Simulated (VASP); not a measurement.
# W (Pm-3m) in VASP: further runs

W is run at these levels: PBE; tasks: single point, relaxation of cell and atoms.

Everything below comes from runs of VASP 6.6.1. Logs are shortened: lines on timing, memory, paths and dates and some standing lists are left out, and cuts for length are marked.

**1. The cell of the first run**

Symmetry: Pm-3m, No. 221, cubic system. Conventional cell: a = 2.640 Å, b = 2.640 Å, c = 2.640 Å, α = 90.00°, β = 90.00°, γ = 90.00°. W (site symmetry m-3m) has 6 W at 2.64 Å within 3.5 Å.

**2. Single point, PBE**

File INCAR:

```
SYSTEM = W
  PREC = Accurate
  ENCUT = 520
  EDIFF = 1E-6
  ISMEAR = 1
  SIGMA = 0.1
  LREAL = .False.
  LASPH = .True.
  NELM = 100
  ALGO = Normal
  ISIF = 2
  LWAVE = .False.
  LCHARG = .False.
  GGA = PE
  NBANDS = 13
```

File KPOINTS:

```
Automatic mesh
0
Gamma
  9 9 9
  0 0 0
```

File POSCAR:

```
W
1.0
    2.6396560286      0.0000000000      0.0000000000
    0.0000000000      2.6396560286      0.0000000000
    0.0000000000      0.0000000000      2.6396560286
W
1
Direct
    0.0000000000      0.0000000000      0.0000000000
```

Potentials or basis: VASP PAW PBE potentials, release 64 (W_sv).

The run is started by

```console
> cat potpaw_PBE.64/W_sv/POTCAR > POTCAR
> mpirun -np 1 vasp_std > vasp.out
```

OUTCAR:

```text
SYSTEM = W
   PREC = Accurate
   ENCUT = 520
   EDIFF = 1E-6
   ISMEAR = 1
   LREAL = .False.
   LASPH = .True.
   NELM = 100
   ISIF = 2
   GGA = PE

 ion  position               nearest neighbor table
   1  0.000  0.000  0.000-

  LATTYP: Found a simple cubic cell.
 ALAT       =     2.6396560286

  Lattice vectors:

 A1 = (   2.6396560286,   0.0000000000,   0.0000000000)
 A2 = (   0.0000000000,   2.6396560286,   0.0000000000)
 A3 = (   0.0000000000,   0.0000000000,   2.6396560286)

Analysis of symmetry for initial positions (statically):
=====================================================================
 Subroutine PRICEL returns:
 Original cell was already a primitive cell.

 Routine SETGRP: Setting up the symmetry group for a
 simple cubic supercell.

 Subroutine GETGRP returns: Found 48 space group operations
 (whereof 48 operations were pure point group operations)
 out of a pool of 48 trial point group operations.

The static configuration has the point symmetry O_h .

Analysis of symmetry for dynamics (positions and initial velocities):
=====================================================================
 Subroutine PRICEL returns:
 Original cell was already a primitive cell.

 Routine SETGRP: Setting up the symmetry group for a
 simple cubic supercell.

 Subroutine GETGRP returns: Found 48 space group operations
 (whereof 48 operations were pure point group operations)
 out of a pool of 48 trial point group operations.

The dynamic configuration has the point symmetry O_h .

 Subroutine INISYM returns: Found 48 space group operations
 (whereof 48 operations are pure point group operations),
 and found     1 'primitive' translations

----------------------------------------------------------------------------------------

                                     Primitive cell

  volume of cell :      18.3926

  direct lattice vectors                    reciprocal lattice vectors
     2.639656029  0.000000000  0.000000000     0.378837238  0.000000000  0.000000000
     0.000000000  2.639656029  0.000000000     0.000000000  0.378837238  0.000000000
     0.000000000  0.000000000  2.639656029     0.000000000  0.000000000  0.378837238

  length of vectors
     2.639656029  2.639656029  2.639656029     0.378837238  0.378837238  0.378837238

  position of ions in fractional coordinates (direct lattice)
     0.000000000  0.000000000  0.000000000

  ion indices of the primitive-cell ions
   primitive index   ion index
                 1           1

----------------------------------------------------------------------------------------

 KPOINTS: Automatic mesh

Automatic generation of k-mesh.
 Grid dimensions read from file:
 generate k-points for:    9    9    9

 Generating k-lattice:

  Cartesian coordinates                     Fractional coordinates (reciprocal lattice)
     0.042093026  0.000000000  0.000000000     0.111111111  0.000000000  0.000000000
     0.000000000  0.042093026  0.000000000     0.000000000  0.111111111  0.000000000
     0.000000000  0.000000000  0.042093026     0.000000000  0.000000000  0.111111111

  Length of vectors
     0.042093026  0.042093026  0.042093026

  Shift w.r.t. Gamma in fractional coordinates (k-lattice)
     0.000000000  0.000000000  0.000000000

 Subroutine IBZKPT returns following result:
 ===========================================

 Found     35 irreducible k-points:

 Following reciprocal coordinates:
            Coordinates               Weight
  0.000000  0.000000  0.000000      1.000000
  0.111111  0.000000  0.000000      6.000000
  0.222222  0.000000  0.000000      6.000000
  0.333333  0.000000  0.000000      6.000000
  0.444444  0.000000  0.000000      6.000000
  0.111111  0.111111  0.000000     12.000000
[... 16 lines left out ...]
  0.333333  0.333333  0.111111     24.000000
  0.444444  0.333333  0.111111     48.000000
 [... further k-points ...]
   k-points           NKPTS =     35   k-points in BZ     NKDIM =     35   number of bands    NBANDS=     13
   number of dos      NEDOS =    301   number of ions     NIONS =      1
   total plane-waves  NPLWV =   8000
   dimension x,y,z NGX =    20 NGY =   20 NGZ =   20
   dimension x,y,z NGXF=    40 NGYF=   40 NGZF=   40
   ions per type =               1
   NGX,Y,Z   is equivalent  to a cutoff of  12.60, 12.60, 12.60 a.u.
   NGXF,Y,Z  is equivalent  to a cutoff of  25.19, 25.19, 25.19 a.u.
 SYSTEM =  W
   PREC   = accura    normal or accurate (medium, high low for compatibility)
   ISTART =      0    job   : 0-new  1-cont  2-samecut
   ICHARG =      2    charge: 1-file 2-atom 10-const
   ISPIN  =      1    spin polarized calculation?
   LNONCOLLINEAR =      F non collinear calculations
   LSORBIT =      F    spin-orbit coupling
   LASPH  =      T    aspherical Exc in radial PAW
   ENCUT  =  520.0 eV  38.22 Ry    6.18 a.u.   4.91  4.91  4.91*2*pi/ulx,y,z
   NELM   =    100;   NELMIN=  2; NELMDL= -5     # of ELM steps
   EDIFF  = 0.1E-05   stopping-criterion for ELM
   LREAL  =      F    real-space projection
   EDIFFG = 0.1E-04   stopping-criterion for IOM
   NSW    =      0    number of steps for IOM
   IBRION =     -1    ionic relax: 0-MD 1-quasi-New 2-CG
   NFREE  =      0    steps in history (QN), initial steepest desc. (CG)
   ISIF   =      2    stress and relaxation
   ISYM   =      2    0-nonsym 1-usesym 2-fastsym
   POTIM  = 0.5000    time-step for ionic-motion
   TEBEG  =    0.0;   TEEND  =   0.0 temperature during run
   PSTRESS=    0.0 pullay stress
   NELECT =      14.0000    total number of electrons
   NUPDOWN=      -1.0000    fix difference up-down
   EMIN   =  10.00;   EMAX   =-10.00  energy-range for DOS
   EFERMI =   0.00;   METHOD = LEGACY
   ISMEAR =     1;   SIGMA  =   0.10  broadening in eV -4-tet -1-fermi 0-gaus
   EFERMI_NEDOS =   21; number of points for ismear=-14 and -15
   IALGO  =     38    algorithm
   IMIX   =      4    mixing-type and parameters
     AMIX     =   0.40;   BMIX     =  1.00
     AMIX_MAG =   1.60;   BMIX_MAG =  1.00
  volume/ion in A,a.u.               =      18.39       124.12
  Fermi-wavevector in a.u.,A,eV,Ry     =   1.494756  2.824678 30.399417  2.234294
  Thomas-Fermi vector in A             =   2.606988
   LORBIT       =      0    0 simple, 1 ext, 2 COOP (PROOUT), +10 PAW based schemes
   GGA     = PE    functional components
   LHFCALC =     F    Hartree Fock is set to
   AEXX    =    0.0000 exact exchange contribution
   IVDW    =     0    specifies the selected vdW correction
   LEPSILON=     F    determine dielectric tensor
   LRPA    =     F    only Hartree local field effects (RPA)
 non-spin polarized calculation
 Methfessel and Paxton  Order N= 1 SIGMA  =   0.10
  energy-cutoff  :      520.00
  volume of cell :       18.39
 maximum number of plane-waves:       509
 NGX is ok and might be reduce to    20
   NGX =  9   NGY =  9   NGZ =  9

 number of electron      13.9999998 magnetization

 Free energy of the ion-electron system (eV)
  ---------------------------------------------------
  ext. energy  EPLUGINS =         0.00000000
  ---------------------------------------------------
  free energy    TOTEN  =       -11.48721755 eV

  energy without entropy =      -11.48554739  energy(sigma->0) =      -11.48666083

 E-fermi :   9.4468     XC(G=0): -12.6653

 val. band max:        9.3725215267   @ k =   0.4444   0.4444   0.2222
 cond. band min:       9.4690613175   @ k =   0.4444   0.3333   0.1111
 fundamental gap:      0.0965397908
 Fermi energy:         9.4467699829

 k-point     1 :       0.0000    0.0000    0.0000
  band No.  band energies     occupation
      1     -64.7695      2.00000
      2     -28.3885      2.00000
      3     -28.3885      2.00000
      4     -28.3885      2.00000
      5       0.7660      2.00000
      6       5.0275      2.00000
      7       5.0276      2.00000
      8      13.9993      0.00000
      9      13.9993      0.00000
     10      13.9993      0.00000
     11      23.9189      0.00000
     12      23.9189      0.00000
     13      23.9189      0.00000

 k-point     2 :       0.1111    0.0000    0.0000
  band No.  band energies     occupation
      1     -64.7585      2.00000
      2     -28.5453      2.00000
      3     -28.3754      2.00000
      4     -28.3754      2.00000
      5       1.1532      2.00000
      6       5.1287      2.00000
      7       5.4436      2.00000
      8      13.3786      0.00000
      9      13.3786      0.00000
     10      14.0443      0.00000
     11      22.1186      0.00000
     12      24.7505      0.00000
     13      24.7505      0.00000

 k-point     3 :       0.2222    0.0000    0.0000
  band No.  band energies     occupation
      1     -64.7306      2.00000
      2     -28.9289      2.00000
      3     -28.3421      2.00000
      4     -28.3421      2.00000
      5       2.1162      2.00000
      6       5.3967      2.00000
      7       6.6043      2.00000
      8      12.1117      0.00000
      9      12.1117      0.00000
     10      14.1598      0.00000
     11      19.5276      0.00000
     12      26.5674      0.00000
     13      26.5674      0.00000

 k-point     4 :       0.3333    0.0000    0.0000
  band No.  band energies     occupation
      1     -64.6988      2.00000
      2     -29.3442      2.00000
      3     -28.3039      2.00000
      4     -28.3039      2.00000
      5       3.2550      2.00000
      6       5.7259      2.00000
      7       7.9473      2.00000
      8      10.9730     -0.00000
      9      10.9730     -0.00000
     10      14.2948      0.00000
     11      18.0645      0.00000
     12      24.4807      0.00000
     13      28.4486      0.00000

 k-point     5 :       0.4444    0.0000    0.0000
  band No.  band energies     occupation
      1     -64.6779      2.00000
      2     -29.6045      2.00000
      3     -28.2788      2.00000
      4     -28.2788      2.00000
      5       4.1213      2.00000
      6       5.9574      2.00000
      7       8.5192      2.00000
      8      10.3352     -0.00000
      9      10.3352     -0.00000
     10      14.3851      0.00000
     11      18.2788      0.00000
     12      23.2941      0.00000
     13      28.1498      0.00000

 k-point     6 :       0.1111    0.1111    0.0000
  band No.  band energies     occupation
      1     -64.7475      2.00000
      2     -28.5387      2.00000
      3     -28.5239      2.00000
      4     -28.3624      2.00000
      5       1.5430      2.00000
      6       5.3882      2.00000
      7       5.6973      2.00000
      8      12.6978      0.00000
      9      13.3060      0.00000
     10      13.5690      0.00000
     11      22.6578      0.00000
     12      23.1636      0.00000
     13      25.5958      0.00000

 k-point     7 :       0.2222    0.1111    0.0000
  band No.  band energies     occupation
      1     -64.7198      2.00000
      2     -28.9132      2.00000
      3     -28.4955      2.00000
      4     -28.3292      2.00000
      5       2.5028      2.00000
      6       5.7177      2.00000
      7       6.7732      2.00000
      8      11.4037     -0.00000
      9      12.1661      0.00000
     10      13.6042      0.00000
     11      20.2575      0.00000
     12      24.4300      0.00000
     13      27.3073      0.00000
[... 193 lines left out ...]
 k-point    20 :       0.2222    0.2222    0.1111
  band No.  band energies     occupation
      1     -64.6814      2.00000
      2     -28.8733      2.00000
      3     -28.8406      2.00000
      4     -28.4468      2.00000
      5       3.7970      2.00000
      6       6.6625      2.00000
      7       7.6464      2.00000
      8      10.2891     -0.00000
      9      11.5676      0.00000
     10      11.8434      0.00000
     11      22.3996      0.00000
     12      22.4571      0.00000
     13      26.7160      0.00000

 k-point    21 :       0.3333    0.2222    0.1111
  band No.  band energies     occupation
      1     -64.6500      2.00000
      2     -29.2634      2.00000
      3     -28.8101      2.00000
      4     -28.4072      2.00000
      5       4.7560      2.00000
      6       6.7637      2.00000
      7       8.2297      2.00000
      8       9.8240     -0.00000
      9      11.5420      0.00000
     10      11.9636      0.00000
     11      20.1820      0.00000
     12      23.7738      0.00000
     13      26.8106      0.00000

 k-point    22 :       0.4444    0.2222    0.1111
  band No.  band energies     occupation
      1     -64.6294      2.00000
      2     -29.5179      2.00000
      3     -28.7801      2.00000
      4     -28.3811      2.00000
      5       5.6075      2.00000
      6       6.3561      2.00000
      7       8.1180      2.00000
      8       9.2644      2.02711
      9      12.1193      0.00000
     10      13.3890      0.00000
     11      18.7385      0.00000
     12      25.0844      0.00000
     13      26.1770      0.00000

 k-point    23 :       0.3333    0.3333    0.1111
  band No.  band energies     occupation
      1     -64.6188      2.00000
      2     -29.2226      2.00000
      3     -29.1988      2.00000
      4     -28.3683      2.00000
      5       5.0056      2.00000
      6       6.5068      2.00000
      7       9.7074     -0.00142
      8       9.8414     -0.00000
      9      11.5942      0.00000
     10      12.0184      0.00000
     11      20.3154      0.00000
     12      22.4507      0.00000
     13      26.8299      0.00000

 k-point    24 :       0.4444    0.3333    0.1111
  band No.  band energies     occupation
      1     -64.5984      2.00000
      2     -29.4621      2.00000
      3     -29.1762      2.00000
      4     -28.3426      2.00000
      5       4.7777      2.00000
      6       6.6812      2.00000
      7       9.4691      0.63291
      8       9.9127     -0.00000
      9      11.9318      0.00000
     10      14.2209      0.00000
     11      18.7003      0.00000
     12      23.4208      0.00000
     13      25.2209      0.00000

 [... further k-points ...]
[... 5 lines left out ...]
  --------------------------------------------------------------------------------------
  -------------------------------------------------------------------------------------
  Total        0.0788478      0.0788478      0.0788478      0.0000000      0.0000000     -0.0000000
  in kB        6.8684404      6.8684404      6.8684404      0.0000000      0.0000000     -0.0000000
  external PRESSURE =       6.8684404 kB  Pullay stress =       0.0000000 kB

 VOLUME and BASIS-vectors are now :
 -----------------------------------------------------------------------------
  energy-cutoff  :      520.00
  volume of cell :       18.39
      direct lattice vectors                 reciprocal lattice vectors
     2.639656029  0.000000000  0.000000000     0.378837238  0.000000000  0.000000000
     0.000000000  2.639656029  0.000000000     0.000000000  0.378837238  0.000000000
     0.000000000  0.000000000  2.639656029     0.000000000  0.000000000  0.378837238

 POSITION                                       TOTAL-FORCE (eV/Angst)
 -----------------------------------------------------------------------------------
      0.00000      0.00000      0.00000         0.000000      0.000000      0.000000
 -----------------------------------------------------------------------------------
    total drift:                                0.000000      0.000000      0.000000

  FREE ENERGIE OF THE ION-ELECTRON SYSTEM (eV)
  ---------------------------------------------------
  free  energy   TOTEN  =       -11.4872175499 eV

  energy  without entropy=      -11.4855473939  energy(sigma->0) =      -11.48666083
```

It took 6.8 s on 1 thread of Intel Xeon 8259CL, shared host; peak memory 0.13 GiB.

What came out:

- Free energy: -11.4872 eV
- Pressure: 0.7 GPa
- Band gap on the k mesh: zero (band 7 reaches 11.05 eV, above the bottom of band 8 at 8.82 eV)

Levels at points of the mesh, in eV from the Fermi level:
| k point | band 4 | band 5 | band 6 | band 7 | band 8 | band 9 | band 10 | band 11 |
| --- | --- | --- | --- | --- | --- | --- | --- | --- |
| (0.00, 0.00, 0.00) | -37.84 | -8.68 | -4.42 | -4.42 | 4.55 | 4.55 | 4.55 | 14.47 |

Caveat: spin-orbit coupling is left out, which moves the levels of the heavy elements.

**3. Single point, PBE**

This run uses another cell than the first one, of 18.43 Å³/atom, 1.002 times its volume.

File INCAR:

```
PREC = Accurate ; ENCUT = 520
EDIFF = 1E-6 ; ISMEAR = 1
SIGMA = 0.1 ; LREAL = F
LASPH = T ; NELM = 80
ALGO = Normal ; ISIF = 2
LWAVE = F ; LCHARG = F
GGA = PE ; NBANDS = 13
```

File KPOINTS:

```
regular mesh
0
Gamma
  8 8 8
```

File POSCAR:

```
W
1.0
    2.6416641033      0.0000000000      0.0000000000
    0.0000000000      2.6416641033      0.0000000000
    0.0000000000      0.0000000000      2.6416641033
W
1
Direct
    0.0000000000      0.0000000000      0.0000000000
```

Potentials or basis: VASP PAW PBE potentials, release 64 (W_sv).

The run is started by

```console
> cat potpaw_PBE.64/W_sv/POTCAR > POTCAR
> mpirun -np 1 vasp_std > vasp.out
```

OUTCAR:

```text
PREC = Accurate
   ENCUT = 520
   EDIFF = 1E-6
   ISMEAR = 1
   LREAL = F
   LASPH = T
   NELM = 80
   ISIF = 2
   GGA = PE

 ion  position               nearest neighbor table
   1  0.000  0.000  0.000-

  LATTYP: Found a simple cubic cell.
 ALAT       =     2.6416641033

  Lattice vectors:

 A1 = (   2.6416641033,   0.0000000000,   0.0000000000)
 A2 = (   0.0000000000,   2.6416641033,   0.0000000000)
 A3 = (   0.0000000000,   0.0000000000,   2.6416641033)

Analysis of symmetry for initial positions (statically):
[... 554 lines left out ...]
      6       7.0344      2.00000
      7       9.1852      2.03690
      8       9.6820     -0.00004
      9      12.8631      0.00000
     10      15.3228      0.00000
     11      18.0140      0.00000
     12      23.2237      0.00000
     13      24.0426      0.00000

 [... further k-points ...]
[... 5 lines left out ...]
  --------------------------------------------------------------------------------------
  -------------------------------------------------------------------------------------
  Total        0.0558682      0.0558682      0.0558682      0.0000000      0.0000000     -0.0000000
  in kB        4.8555935      4.8555935      4.8555935      0.0000000      0.0000000     -0.0000000
  external PRESSURE =       4.8555935 kB  Pullay stress =       0.0000000 kB

 VOLUME and BASIS-vectors are now :
 -----------------------------------------------------------------------------
  energy-cutoff  :      520.00
  volume of cell :       18.43
      direct lattice vectors                 reciprocal lattice vectors
     2.641664103  0.000000000  0.000000000     0.378549263  0.000000000  0.000000000
     0.000000000  2.641664103  0.000000000     0.000000000  0.378549263  0.000000000
     0.000000000  0.000000000  2.641664103     0.000000000  0.000000000  0.378549263

 POSITION                                       TOTAL-FORCE (eV/Angst)
 -----------------------------------------------------------------------------------
      0.00000      0.00000      0.00000         0.000000      0.000000      0.000000
 -----------------------------------------------------------------------------------
    total drift:                                0.000000      0.000000      0.000000

  FREE ENERGIE OF THE ION-ELECTRON SYSTEM (eV)
  ---------------------------------------------------
  free  energy   TOTEN  =       -11.4532877330 eV

  energy  without entropy=      -11.4520339261  energy(sigma->0) =      -11.45286980
```

stdout:

```text
POSCAR found type information on POSCAR W
 POSCAR found :  1 types and       1 ions
 scaLAPACK will be used
 LDA part: xc-table for (Slater+PW92), standard interpolation
 POSCAR, INCAR and KPOINTS ok, starting setup
 FFT: planning ... GRIDC
 FFT: planning ... GRID_SOFT
 FFT: planning ... GRID
 WAVECAR not read
 entering main loop
```

It took 7 s on 1 thread of Intel Xeon 8259CL, shared host; peak memory 0.13 GiB.

What came out:

| Quantity | Value |
| --- | --- |
| Free energy | -11.4533 eV |
| Pressure | 0.5 GPa |
| Band gap on the k mesh | zero (band 7 reaches 11.14 eV, above the bottom of band 8 at 8.93 eV) |

Caveat: spin-orbit coupling is left out, which moves the levels of the heavy elements.

[end of part 1 of 2]
